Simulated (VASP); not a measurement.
# BN (lda) (P6_3mc) in VASP: a series of runs

Runs on BN (lda). Level: LDA. Tasks: single point.

Everything below comes from runs of VASP 6.6.1. Logs are shortened: lines on timing, memory, paths and dates and some standing lists are left out, and cuts for length are marked.

### 1 The cell of the first run

The structure is hexagonal, space group P6_3mc (No. 186). Conventional cell: a = 2.521 Å, b = 2.521 Å, c = 4.237 Å, α = 90.00°, β = 90.00°, γ = 120.00°. Within 2.1 Å of B (site symmetry 3m) lie 4 N at 1.55 to 1.59 Å. Within 2.1 Å of N (site symmetry 3m) lie 4 B at 1.55 to 1.59 Å.

### 2 Single point, LDA (strained cell)

INCAR reads:

```
PREC = Accurate ; ENCUT = 600
EDIFF = 1E-6 ; ISMEAR = 0
SIGMA = 0.02 ; LREAL = F
LASPH = T ; NELM = 120
ALGO = Normal ; ISIF = 2
LWAVE = F ; LCHARG = F
GGA = CA ; NBANDS = 16
GGA_COMPAT = F
```

KPOINTS reads:

```
regular mesh
0
Gamma
  9 9 6
```

POSCAR reads:

```
BN
1.0
    2.5206271985      0.0000000000      0.0000000000
   -1.2603135993      2.1829271874      0.0000000000
    0.0000000000      0.0000000000      4.2369422297
B N
2 2
Direct
    0.3333333333      0.6666666667     -0.0002237443
    0.6666666667      0.3333333333      0.4997762557
    0.3333333333      0.6666666667      0.3742237443
    0.6666666667      0.3333333333      0.8742237443
```

Potentials or basis: VASP PAW LDA potentials, release 64 (B, N).

Launch:

```
cat potpaw_LDA.64/B/POTCAR potpaw_LDA.64/N/POTCAR > POTCAR
mpirun -np 1 vasp_std > vasp.out
```

OUTCAR:

```text
PREC = Accurate
   ENCUT = 600
   EDIFF = 1E-6
   ISMEAR = 0
   LREAL = F
   LASPH = T
   NELM = 120
   ISIF = 2
   GGA = CA

 ion  position               nearest neighbor table
   1  0.333  0.667  1.000-   4 1.55   4 1.55   4 1.55   3 1.59
   2  0.667  0.333  0.500-   3 1.55   3 1.55   3 1.55   4 1.59
   3  0.333  0.667  0.374-   2 1.55   2 1.55   2 1.55   1 1.59
   4  0.667  0.333  0.874-   1 1.55   1 1.55   1 1.55   2 1.59

  LATTYP: Found a hexagonal cell.
 ALAT       =     2.5206271985
 C/A-ratio  =     1.6809079233

  Lattice vectors:

 A1 = (   2.5206271985,   0.0000000000,   0.0000000000)
 A2 = (  -1.2603135993,   2.1829271874,   0.0000000000)
 A3 = (   0.0000000000,   0.0000000000,   4.2369422297)

Analysis of symmetry for initial positions (statically):
=====================================================================
 Subroutine PRICEL returns:
 Original cell was already a primitive cell.

 Routine SETGRP: Setting up the symmetry group for a
 hexagonal supercell.

 Subroutine GETGRP returns: Found 12 space group operations
 (whereof  6 operations were pure point group operations)
 out of a pool of 24 trial point group operations.

The static configuration has the point symmetry C_3v.
 The point group associated with its full space group is C_6v.

Analysis of symmetry for dynamics (positions and initial velocities):
=====================================================================
 Subroutine PRICEL returns:
 Original cell was already a primitive cell.

 Routine SETGRP: Setting up the symmetry group for a
 hexagonal supercell.

 Subroutine GETGRP returns: Found 12 space group operations
 (whereof  6 operations were pure point group operations)
 out of a pool of 24 trial point group operations.

The dynamic configuration has the point symmetry C_3v.
 The point group associated with its full space group is C_6v.

 Subroutine INISYM returns: Found 12 space group operations
 (whereof  6 operations are pure point group operations),
 and found     1 'primitive' translations

----------------------------------------------------------------------------------------

                                     Primitive cell

  volume of cell :      23.3131

  direct lattice vectors                    reciprocal lattice vectors
     2.520627199  0.000000000  0.000000000     0.396726656  0.229050242  0.000000000
    -1.260313599  2.182927187  0.000000000     0.000000000  0.458100484  0.000000000
     0.000000000  0.000000000  4.236942230     0.000000000  0.000000000  0.236019267

  length of vectors
     2.520627199  2.520627199  4.236942230     0.458100484  0.458100484  0.236019267

  position of ions in fractional coordinates (direct lattice)
     0.333333333  0.666666667  0.999776256
     0.666666667  0.333333333  0.499776256
     0.333333333  0.666666667  0.374223744
     0.666666667  0.333333333  0.874223744

  ion indices of the primitive-cell ions
   primitive index   ion index
                 1           1
                 2           2
                 3           3
                 4           4

----------------------------------------------------------------------------------------

 KPOINTS: regular mesh

Automatic generation of k-mesh.
 Grid dimensions read from file:
 generate k-points for:    9    9    6

 Generating k-lattice:

  Cartesian coordinates                     Fractional coordinates (reciprocal lattice)
     0.044080740  0.025450027  0.000000000     0.111111111  0.000000000  0.000000000
     0.000000000  0.050900054  0.000000000     0.000000000  0.111111111  0.000000000
     0.000000000  0.000000000  0.039336545     0.000000000  0.000000000  0.166666667

  Length of vectors
     0.050900054  0.050900054  0.039336545

  Shift w.r.t. Gamma in fractional coordinates (k-lattice)
     0.000000000  0.000000000  0.000000000

 Subroutine IBZKPT returns following result:
 ===========================================

 Found     48 irreducible k-points:

 Following reciprocal coordinates:
            Coordinates               Weight
  0.000000  0.000000  0.000000      1.000000
  0.111111 -0.000000  0.000000      6.000000
  0.222222  0.000000  0.000000      6.000000
  0.333333 -0.000000  0.000000      6.000000
  0.444444  0.000000  0.000000      6.000000
  0.111111  0.111111  0.000000      6.000000
[... 16 lines left out ...]
  0.333333  0.222222  0.166667     24.000000
  0.333333  0.333333  0.166667      4.000000
 [... further k-points ...]
   k-points           NKPTS =     48   k-points in BZ     NKDIM =     48   number of bands    NBANDS=     16
   number of dos      NEDOS =    301   number of ions     NIONS =      4
   total plane-waves  NPLWV =  14400
   dimension x,y,z NGX =    20 NGY =   20 NGZ =   36
   dimension x,y,z NGXF=    40 NGYF=   40 NGZF=   72
   ions per type =               2   2
   NGX,Y,Z   is equivalent  to a cutoff of  13.19, 13.19, 14.13 a.u.
   NGXF,Y,Z  is equivalent  to a cutoff of  26.38, 26.38, 28.25 a.u.
 SYSTEM =  unknown system
   PREC   = accura    normal or accurate (medium, high low for compatibility)
   ISTART =      0    job   : 0-new  1-cont  2-samecut
   ICHARG =      2    charge: 1-file 2-atom 10-const
   ISPIN  =      1    spin polarized calculation?
   LNONCOLLINEAR =      F non collinear calculations
   LSORBIT =      F    spin-orbit coupling
   LASPH  =      T    aspherical Exc in radial PAW
   ENCUT  =  600.0 eV  44.10 Ry    6.64 a.u.   5.03  5.03  8.46*2*pi/ulx,y,z
   NELM   =    120;   NELMIN=  2; NELMDL= -5     # of ELM steps
   EDIFF  = 0.1E-05   stopping-criterion for ELM
   LREAL  =      F    real-space projection
   EDIFFG = 0.1E-04   stopping-criterion for IOM
   NSW    =      0    number of steps for IOM
   IBRION =     -1    ionic relax: 0-MD 1-quasi-New 2-CG
   NFREE  =      0    steps in history (QN), initial steepest desc. (CG)
   ISIF   =      2    stress and relaxation
   ISYM   =      2    0-nonsym 1-usesym 2-fastsym
   POTIM  = 0.5000    time-step for ionic-motion
   TEBEG  =    0.0;   TEEND  =   0.0 temperature during run
   PSTRESS=    0.0 pullay stress
   NELECT =      16.0000    total number of electrons
   NUPDOWN=      -1.0000    fix difference up-down
   EMIN   =  10.00;   EMAX   =-10.00  energy-range for DOS
   EFERMI =   0.00;   METHOD = LEGACY
   ISMEAR =     0;   SIGMA  =   0.02  broadening in eV -4-tet -1-fermi 0-gaus
   EFERMI_NEDOS =   21; number of points for ismear=-14 and -15
   IALGO  =     38    algorithm
   IMIX   =      4    mixing-type and parameters
     AMIX     =   0.40;   BMIX     =  1.00
     AMIX_MAG =   1.60;   BMIX_MAG =  1.00
  volume/ion in A,a.u.               =       5.83        39.33
  Fermi-wavevector in a.u.,A,eV,Ry     =   1.444047  2.728853 28.371848  2.085272
  Thomas-Fermi vector in A             =   2.562386
   LORBIT       =      0    0 simple, 1 ext, 2 COOP (PROOUT), +10 PAW based schemes
   GGA     = CA    functional components
   LHFCALC =     F    Hartree Fock is set to
   AEXX    =    0.0000 exact exchange contribution
   IVDW    =     0    specifies the selected vdW correction
   LEPSILON=     F    determine dielectric tensor
   LRPA    =     F    only Hartree local field effects (RPA)
 non-spin polarized calculation
 Gauss-broadening in eV      SIGMA  =   0.02
  energy-cutoff  :      600.00
  volume of cell :       23.31
 maximum number of plane-waves:       801
   NGX = 11   NGY = 11   NGZ = 17

 number of electron      16.0000001 magnetization

 Free energy of the ion-electron system (eV)
  ---------------------------------------------------
  ext. energy  EPLUGINS =         0.00000000
  ---------------------------------------------------
  free energy    TOTEN  =       -38.74586558 eV

  energy without entropy =      -38.74586558  energy(sigma->0) =      -38.74586558

 E-fermi :   7.8753     XC(G=0): -13.1615

 val. band max:        7.7347764027   @ k =   0.0000   0.0000   0.0000
 cond. band min:      12.6067849104   @ k =   0.3333   0.3333   0.0000
 fundamental gap:      4.8720085077
 Fermi energy:         7.8752578282

 k-point     1 :       0.0000    0.0000    0.0000
  band No.  band energies     occupation
      1     -12.6851      2.00000
      2      -8.5489      2.00000
      3      -3.3945      2.00000
      4       5.6909      2.00000
      5       5.6909      2.00000
      6       7.3842      2.00000
[... 8 lines left out ...]
     15      19.6096      0.00000
     16      23.6673      0.00000

 k-point     2 :       0.1111   -0.0000    0.0000
  band No.  band energies     occupation
      1     -12.4098      2.00000
      2      -8.3332      2.00000
      3      -3.1217      2.00000
      4       4.5039      2.00000
      5       5.1966      2.00000
      6       6.7509      2.00000
[... 8 lines left out ...]
     15      20.3827      0.00000
     16      23.2728      0.00000

 k-point     3 :       0.2222    0.0000    0.0000
  band No.  band energies     occupation
      1     -11.5988      2.00000
      2      -7.7390      2.00000
      3      -2.3230      2.00000
      4       1.9563      2.00000
      5       4.1966      2.00000
      6       4.5426      2.00000
[... 8 lines left out ...]
     15      22.2001      0.00000
     16      22.8679      0.00000

 k-point     4 :       0.3333   -0.0000    0.0000
  band No.  band energies     occupation
      1     -10.3162      2.00000
      2      -7.0251      2.00000
      3      -1.1188      2.00000
      4      -0.5183      2.00000
      5       2.1135      2.00000
      6       3.3047      2.00000
[... 8 lines left out ...]
     15      23.4420      0.00000
     16      24.1352      0.00000
[... 324 lines left out ...]
 k-point    22 :       0.2222    0.2222    0.1667
  band No.  band energies     occupation
      1      -9.4519      2.00000
      2      -6.9919      2.00000
      3      -0.7839      2.00000
      4       0.2260      2.00000
      5       0.8978      2.00000
      6       2.1915      2.00000
[... 8 lines left out ...]
     15      22.8996      0.00000
     16      24.0610      0.00000

 k-point    23 :       0.3333    0.2222    0.1667
  band No.  band energies     occupation
      1      -8.0835      2.00000
      2      -6.8132      2.00000
      3      -1.5159      2.00000
      4      -0.3817      2.00000
      5       0.6581      2.00000
      6       1.9445      2.00000
[... 8 lines left out ...]
     15      23.6712      0.00000
     16      24.2394      0.00000

 k-point    24 :       0.3333    0.3333    0.1667
  band No.  band energies     occupation
      1      -7.1339      2.00000
      2      -7.1339      2.00000
      3      -1.5401      2.00000
      4      -0.1236      2.00000
      5      -0.1236      2.00000
      6       1.6260      2.00000
[... 8 lines left out ...]
     15      23.8177      0.00000
     16      23.8177      0.00000

 [... further k-points ...]
[... 5 lines left out ...]
  --------------------------------------------------------------------------------------
  -------------------------------------------------------------------------------------
  Total        0.1419546      0.1419546     -2.1302542     -0.0000000      0.0000000      0.0000000
  in kB        9.7557292      9.7557292   -146.4001777     -0.0000000      0.0000000      0.0000000
  external PRESSURE =     -42.2962398 kB  Pullay stress =       0.0000000 kB

 VOLUME and BASIS-vectors are now :
 -----------------------------------------------------------------------------
  energy-cutoff  :      600.00
  volume of cell :       23.31
      direct lattice vectors                 reciprocal lattice vectors
     2.520627199  0.000000000  0.000000000     0.396726656  0.229050242  0.000000000
    -1.260313599  2.182927187  0.000000000     0.000000000  0.458100484  0.000000000
     0.000000000  0.000000000  4.236942230     0.000000000  0.000000000  0.236019267

 POSITION                                       TOTAL-FORCE (eV/Angst)
 -----------------------------------------------------------------------------------
     -0.00000      1.45528      4.23599         0.000000     -0.000000      0.009413
      1.26031      0.72764      2.11752        -0.000000      0.000000      0.009413
     -0.00000      1.45528      1.58556        -0.000000      0.000000     -0.009413
      1.26031      0.72764      3.70404         0.000000     -0.000000     -0.009413
 -----------------------------------------------------------------------------------
    total drift:                               -0.000000      0.000000     -0.000794

  FREE ENERGIE OF THE ION-ELECTRON SYSTEM (eV)
  ---------------------------------------------------
  free  energy   TOTEN  =       -38.7458655832 eV

  energy  without entropy=      -38.7458655832  energy(sigma->0) =      -38.74586558
```

Run time: 13 s. Hardware: 1 thread of Intel Xeon 6975P-C, shared host; peak memory 0.13 GiB.

Results:

| Item | Value |
| --- | --- |
| Free energy | -38.7459 eV |
| Pressure | -4.2 GPa |
| Largest force | 0.009 eV/Å |
| Band gap on the k mesh | 4.87 eV, indirect (least direct gap 8.04 eV) |

Forces in eV/Å, atoms in the order of the input:
```
B    0.000  0.000  0.009
B    0.000  0.000  0.009
N    0.000  0.000 -0.009
N    0.000  0.000 -0.009
```

Caveat: the cell differs from its parent crystal (strained cell).

(Continued in part 2 of 2.)
